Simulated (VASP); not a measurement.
# Ti4C in VASP: further runs

Ti4C is run at these levels: PBEsol; tasks: relaxation of the atoms.

Everything below comes from runs of VASP 6.6.1. Logs are shortened: lines on timing, memory, paths and dates and some standing lists are left out, and cuts for length are marked.

### 1 The cell of the first run

The cell holds a slab with vacuum, 5 atoms: a = 2.868 Å, b = 4.055 Å, c = 19.605 Å, α = 90.00°, β = 90.00°, γ = 90.00°.

### 2 Relaxation of the atoms, PBEsol

INCAR reads:

```
PREC = Accurate
ENCUT = 520
EDIFF = 1E-6
ISMEAR = 0
SIGMA = 0.1
LREAL = F
LASPH = T
NELM = 80
ALGO = Normal
ISIF = 2
LWAVE = F
LCHARG = F
LDIPOL = T
IDIPOL = 3
DIPOL = 0.5 0.5 0.335
GGA = PS
IBRION = 2
NSW = 36
EDIFFG = -0.025
```

KPOINTS reads:

```
Automatic mesh
0
Gamma
  9 7 1
```

POSCAR reads:

```
Ti4C
1.0
    2.8676282151      0.0000000000      0.0000000000
    0.0000000000      4.0554387137      0.0000000000
    0.0000000000      0.0000000000     19.6054200203
Ti C
4 1
Selective dynamics
Direct
    0.5000000000      0.5000000000      0.2040252132  F F F
    0.0000000000      0.0000000000      0.2771587704  F F F
    0.5000000000      0.5000000000      0.3434213386  F F F
    0.0000000000      0.0000000000      0.4134275120  F F F
    0.5000000000      0.4000000000      0.4368904115  F F T
```

Potentials or basis: VASP PAW PBE potentials, release 64 (Ti_sv, C).

Started as:

```console
$ cat potpaw_PBE.64/Ti_sv/POTCAR potpaw_PBE.64/C/POTCAR > POTCAR
$ mpirun -np 1 vasp_std > vasp.out
```

OUTCAR:

```text
PREC = Accurate
   ENCUT = 520
   EDIFF = 1E-6
   ISMEAR = 0
   LREAL = F
   LASPH = T
   NELM = 80
   ISIF = 2
   GGA = PS
   IBRION = 2
   NSW = 36
   EDIFFG = -0.025

 ion  position               nearest neighbor table
   1  0.500  0.500  0.204-   3 2.73   2 2.87   2 2.87   2 2.87   2 2.87
   2  0.000  0.000  0.277-   4 2.67   3 2.80   3 2.80   3 2.80   3 2.80   1 2.87   1 2.87   1 2.87
                             1 2.87
   3  0.500  0.500  0.343-   5 1.88   1 2.73   2 2.80   2 2.80   2 2.80   2 2.80   4 2.84   4 2.84
                             4 2.84   4 2.84
   4  0.000  0.000  0.413-   5 2.21   5 2.21   2 2.67   3 2.84   3 2.84   3 2.84   3 2.84
   5  0.500  0.400  0.437-   3 1.88   4 2.21   4 2.21

  LATTYP: Found a simple orthorhombic cell.
 ALAT       =     2.8676282151
 B/A-ratio  =     1.4142135624
 C/A-ratio  =     6.8368067789

  Lattice vectors:

 A1 = (   2.8676282151,   0.0000000000,   0.0000000000)
 A2 = (   0.0000000000,   4.0554387137,   0.0000000000)
 A3 = (   0.0000000000,   0.0000000000,  19.6054200203)

Analysis of symmetry for initial positions (statically):
=====================================================================
 Subroutine PRICEL returns:
 Original cell was already a primitive cell.

 Routine SETGRP: Setting up the symmetry group for a
 simple orthorhombic supercell.

 Subroutine GETGRP returns: Found  2 space group operations
 (whereof  2 operations were pure point group operations)
 out of a pool of  8 trial point group operations.

The static configuration has the point symmetry C_1h.

Analysis of symmetry for dynamics (positions and initial velocities):
=====================================================================
 Subroutine PRICEL returns:
 Original cell was already a primitive cell.

 Routine SETGRP: Setting up the symmetry group for a
 simple orthorhombic supercell.

 Subroutine GETGRP returns: Found  2 space group operations
 (whereof  2 operations were pure point group operations)
 out of a pool of  8 trial point group operations.

The dynamic configuration has the point symmetry C_1h.

Analysis of constrained symmetry for selective dynamics:
=====================================================================
 Subroutine PRICEL returns:
 Original cell was already a primitive cell.

 Routine SETGRP: Setting up the symmetry group for a
 simple orthorhombic supercell.

 Subroutine GETGRP returns: Found  2 space group operations
 (whereof  2 operations were pure point group operations)
 out of a pool of  8 trial point group operations.

The constrained configuration has the point symmetry C_1h.

 Subroutine INISYM returns: Found  2 space group operations
 (whereof  2 operations are pure point group operations),
 and found     1 'primitive' translations

----------------------------------------------------------------------------------------

                                     Primitive cell

  volume of cell :     228.0010

  direct lattice vectors                    reciprocal lattice vectors
     2.867628215  0.000000000  0.000000000     0.348720240  0.000000000  0.000000000
     0.000000000  4.055438714  0.000000000     0.000000000  0.246582447  0.000000000
     0.000000000  0.000000000 19.605420020     0.000000000  0.000000000  0.051006303

  length of vectors
     2.867628215  4.055438714 19.605420020     0.348720240  0.246582447  0.051006303

  position of ions in fractional coordinates (direct lattice)
     0.500000000  0.500000000  0.204025213
     0.000000000  0.000000000  0.277158770
     0.500000000  0.500000000  0.343421339
     0.000000000  0.000000000  0.413427512
     0.500000000  0.400000000  0.436890412

  ion indices of the primitive-cell ions
   primitive index   ion index
[... 88 lines left out ...]
   EFERMI_NEDOS =   21; number of points for ismear=-14 and -15
   IALGO  =     38    algorithm
   IMIX   =      4    mixing-type and parameters
     AMIX     =   0.40;   BMIX     =  1.00
     AMIX_MAG =   1.60;   BMIX_MAG =  1.00
  volume/ion in A,a.u.               =      45.60       307.73
  Fermi-wavevector in a.u.,A,eV,Ry     =   1.000223  1.890148 13.611905  1.000447
  Thomas-Fermi vector in A             =   2.132566
   LORBIT       =      0    0 simple, 1 ext, 2 COOP (PROOUT), +10 PAW based schemes
   GGA     = PS    functional components
   LHFCALC =     F    Hartree Fock is set to
   AEXX    =    0.0000 exact exchange contribution
   IVDW    =     0    specifies the selected vdW correction
   LEPSILON=     F    determine dielectric tensor
   LRPA    =     F    only Hartree local field effects (RPA)
 conjugate gradient relaxation of ions
 non-spin polarized calculation
 Gauss-broadening in eV      SIGMA  =   0.10
  energy-cutoff  :      520.00
  volume of cell :      228.00
 maximum number of plane-waves:      6177
 NGX is ok and might be reduce to    24
   NGX = 11   NGY = 15   NGZ = 73

 dipolmoment           0.000000      0.000000     -0.160996 electrons x Angstroem

--------------------------------------- Ionic step        1  -------------------------------------------

 number of electron      52.0000014 magnetization

 Free energy of the ion-electron system (eV)
  ---------------------------------------------------
  ext. energy  EPLUGINS =         0.00000000
  ---------------------------------------------------
  free energy    TOTEN  =       -38.93894629 eV

  energy without entropy =      -38.89602397  energy(sigma->0) =      -38.91748513

------------------------ aborting loop because EDIFF is reached ----------------------------------------

  FORCE on cell =-STRESS in cart. coord.  units (eV):
  Direction    XX          YY          ZZ          XY          YZ          ZX
  --------------------------------------------------------------------------------------
  -------------------------------------------------------------------------------------
  Total        0.0179077     -8.2725263      4.2814435      0.0000000     -0.8354059      0.0000000
  in kB        0.1258387    -58.1315498     30.0859662      0.0000000     -5.8704486      0.0000000
  external PRESSURE =      -9.3065816 kB  Pullay stress =       0.0000000 kB

 VOLUME and BASIS-vectors are now :
 -----------------------------------------------------------------------------
  energy-cutoff  :      520.00
  volume of cell :      228.00
      direct lattice vectors                 reciprocal lattice vectors
     2.867628215  0.000000000  0.000000000     0.348720240  0.000000000  0.000000000
     0.000000000  4.055438714  0.000000000     0.000000000  0.246582447  0.000000000
     0.000000000  0.000000000 19.605420020     0.000000000  0.000000000  0.051006303

 POSITION                                       TOTAL-FORCE (eV/Angst)
 -----------------------------------------------------------------------------------
      1.43381      2.02772      4.00000         0.000000     -0.063608      0.068524
      0.00000      0.00000      5.43381         0.000000      0.126735     -0.897071
      1.43381      2.02772      6.73292         0.000000      0.198535     -1.574197
      0.00000      0.00000      8.10542         0.000000      0.793934      2.340050
      1.43381      1.62218      8.56542         0.000000     -1.055596      0.062695
 -----------------------------------------------------------------------------------
    total drift:                                0.000000      0.000062      0.000722

  FREE ENERGIE OF THE ION-ELECTRON SYSTEM (eV)
  ---------------------------------------------------
  free  energy   TOTEN  =       -38.9389462875 eV

  energy  without entropy=      -38.8960239742  energy(sigma->0) =      -38.91748513

--------------------------------------- Ionic step        2  -------------------------------------------

 number of electron      52.0000014 magnetization

 dipolmoment           0.000000      0.000000      0.116216 electrons x Angstroem

 Free energy of the ion-electron system (eV)
  ---------------------------------------------------
  ext. energy  EPLUGINS =         0.00000000
  ---------------------------------------------------
  free energy    TOTEN  =       -38.93905739 eV

  energy without entropy =      -38.89632622  energy(sigma->0) =      -38.91769181

 E-fermi :  -0.1998     XC(G=0):  -4.7683

 val. band max:       -0.2030132331   @ k =   0.2222   0.4286   0.0000
 cond. band min:      -0.1935408242   @ k =   0.4444   0.0000   0.0000
 fundamental gap:      0.0094724088
 Fermi energy:        -0.1997991503

 k-point     1 :       0.0000    0.0000    0.0000
  band No.  band energies     occupation
      1     -56.9294      2.00000
      2     -56.8799      2.00000
      3     -56.3151      2.00000
      4     -55.9608      2.00000
      5     -33.4081      2.00000
      6     -33.3662      2.00000
[... 669 lines left out ...]
     30       0.7541      0.00000
     31       1.0214      0.00000

------------------------ aborting loop because EDIFF is reached ----------------------------------------

 vacuum level on the upper side and lower side of the slab       (xc-potential included)         0.685        -1.088

  FORCE on cell =-STRESS in cart. coord.  units (eV):
  Direction    XX          YY          ZZ          XY          YZ          ZX
  --------------------------------------------------------------------------------------
  -------------------------------------------------------------------------------------
  Total       -0.0024571     -8.2796962      4.1979578      0.0000000     -0.8178523      0.0000000
  in kB       -0.0172664    -58.1819331     29.4993072      0.0000000     -5.7470985      0.0000000
  external PRESSURE =      -9.5666308 kB  Pullay stress =       0.0000000 kB

 VOLUME and BASIS-vectors are now :
 -----------------------------------------------------------------------------
  energy-cutoff  :      520.00
  volume of cell :      228.00
      direct lattice vectors                 reciprocal lattice vectors
     2.867628215  0.000000000  0.000000000     0.348720240  0.000000000  0.000000000
     0.000000000  4.055438714  0.000000000     0.000000000  0.246582447  0.000000000
     0.000000000  0.000000000 19.605420020     0.000000000  0.000000000  0.051006303

 POSITION                                       TOTAL-FORCE (eV/Angst)
 -----------------------------------------------------------------------------------
      1.43381      2.02772      4.00000         0.000000     -0.063397      0.068121
      0.00000      0.00000      5.43381         0.000000      0.126095     -0.895165
      1.43381      2.02772      6.73292         0.000000      0.188477     -1.533018
      0.00000      0.00000      8.10542         0.000000      0.792592      2.348719
      1.43381      1.62218      8.56844         0.000000     -1.043767      0.011342
 -----------------------------------------------------------------------------------
    total drift:                                0.000000     -0.000408      0.000741

  FREE ENERGIE OF THE ION-ELECTRON SYSTEM (eV)
  ---------------------------------------------------
  free  energy   TOTEN  =       -38.9390573912 eV

  energy  without entropy=      -38.8963262229  energy(sigma->0) =      -38.91769181

 reached required accuracy - stopping structural energy minimisation

 vacuum level on the upper side and lower side of the slab         4.816         2.991
```

Run time: 2.6 min. Hardware: 1 thread of Intel Xeon 6975P-C (Granite Rapids), shared host; peak memory 0.39 GiB.

What came out:

```yaml
Free_energy: -38.9391 eV
Energy_gained_by_relaxing: 0.0 meV/atom
Ionic_steps: 2
Band_gap_on_the_k_mesh: zero (bands 26 and 27 overlap by 0.24 eV)
```

The path:
```tsv
step	energy change (eV)	largest force on free atoms (eV/Å)	pressure (GPa)
1	0.0000	0.0627	-0.93
2	-0.0001	0.0113	-0.96
```

Final structure:
```xyz
5
Lattice="2.8676 0.0000 0.0000 0.0000 4.0554 0.0000 0.0000 0.0000 19.6054" Properties=species:S:1:pos:R:3 pbc="T T T"
Ti    1.4338    2.0277    4.0000
Ti    0.0000    0.0000    5.4338
Ti    1.4338    2.0277    6.7329
Ti    0.0000    0.0000    8.1054
C     1.4338    1.6222    8.5684
```

Caveat: the PAW data sets were made with another functional, which shifts forces and pressure a little.

### 3 Relaxation of the atoms, PBEsol

INCAR reads:

```
SYSTEM = Ti4C
PREC = Accurate
ENCUT = 520
EDIFF = 1E-6
ISMEAR = 0
SIGMA = 0.1
LREAL = .FALSE.
LASPH = .TRUE.
NELM = 60
ALGO = Normal
ISIF = 2
LWAVE = .FALSE.
LCHARG = .FALSE.
LDIPOL = .TRUE.
IDIPOL = 3
DIPOL = 0.5 0.5 0.343
GGA = PS
IBRION = 2
NSW = 36
EDIFFG = -0.025
```

KPOINTS reads:

```
Automatic mesh
0
G
  9 7 1
  0 0 0
```

POSCAR, as its differences from that of step 2:

```diff
@@ -13,2 +13,2 @@
     0.0000000000      0.0000000000      0.4134275120  F F F
-    0.5000000000      0.4000000000      0.4368904115  F F T
+    0.5000000000      0.2000000000      0.4746350759  F F T
```

Potentials or basis: VASP PAW PBE potentials, release 64 (Ti_sv, C).

Started as:

```console
$ cat potpaw_PBE.64/Ti_sv/POTCAR potpaw_PBE.64/C/POTCAR > POTCAR
$ mpirun -np 1 vasp_std > vasp.out
```

It took 9.4 min on 1 thread of Intel Xeon Platinum 8488C (Sapphire Rapids), shared host; peak memory 0.39 GiB.

It converged, with:

| Quantity | Value |
| --- | --- |
| Free energy | -37.9105 eV |
| Energy gained by relaxing | 132.7 meV/atom |
| Ionic steps | 5 |
| Band gap on the k mesh | zero (bands 26 and 27 overlap by 0.04 eV) |

Step by step:
```csv
step,energy change (eV),largest force on free atoms (eV/Å),pressure (GPa)
1,0.0000,2.6246,-1.48
2,-0.3090,2.1429,-0.71
3,-0.6547,0.3178,2.59
4,-0.6635,0.0361,2.11
5,-0.6636,0.0207,2.03
```

Final structure:
```
CELL_PARAMETERS angstrom
2.86763 0.00000 0.00000
0.00000 4.05544 0.00000
0.00000 0.00000 19.60542
ATOMIC_POSITIONS crystal
Ti 0.50000 0.50000 0.20403
Ti 0.00000 0.00000 0.27716
Ti 0.50000 0.50000 0.34342
Ti 0.00000 0.00000 0.41343
C 0.50000 0.20000 0.45177
```

Levels at points of the mesh, in eV from the Fermi level:
| k point | band 24 | band 25 | band 26 | band 27 | band 28 | band 29 |
| --- | --- | --- | --- | --- | --- | --- |
| (0.00, 0.00, 0.00) | -1.24 | -0.16 | -0.06 | 0.26 | 0.35 | 0.90 |

Caveat: the PAW data sets were made with another functional, which shifts forces and pressure a little.
